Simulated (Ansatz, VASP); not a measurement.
## TiSi2: VASP beside Ansatz

```
Ti Si
1.0
     0.03557    4.15218    4.24805
     2.39293    0.02070    4.24805
     2.42850    4.17288    0.00000
Ti Si
2 4
Cartesian
  3.6427 6.2593 6.3794
  2.4285 4.1729 4.2408
  1.2042 0.7260 2.1235
  1.2243 3.4469 2.1235
  2.4030 1.3812 4.2485
  2.4540 6.9646 4.2485
```

Change from the starting cell: strain along c alone, the other axes held, atoms relaxed: +2.0 %.

Alike in both runs: functional PBEsol; k mesh 10 × 10 × 10; occupations gaussian, width 0.1 eV; no spin polarisation.

Ansatz relaxed the structure, and its values are those at the end. VASP's run is a single point on that final structure, the one shown.

```csv
,VASP,Ansatz
version,VASP 6.6.1,Ansatz 0.2.0
potentials or method,"VASP PAW PBE potentials, release 64 (Ti_sv, Si), cutoff 520 eV","scalar-relativistic, plane waves, PAW"
valence electrons in the cell,40,40
```

|  | VASP | Ansatz | Ansatz less VASP |
| --- | --- | --- | --- |
| gap on the k mesh at the Fermi level (eV) | none | none | - |
| pressure (GPa) | -2.4 | -2.5 | -0.16 |
| rms of the force components (eV/Å) | 0.004 | 0.004 | -0.0002 |

VASP's potentials were made for PBE, not for PBEsol. A gap of «none» marks a metal or a gap that the smearing closes. Ansatz's warnings: stress scf threshold loose.
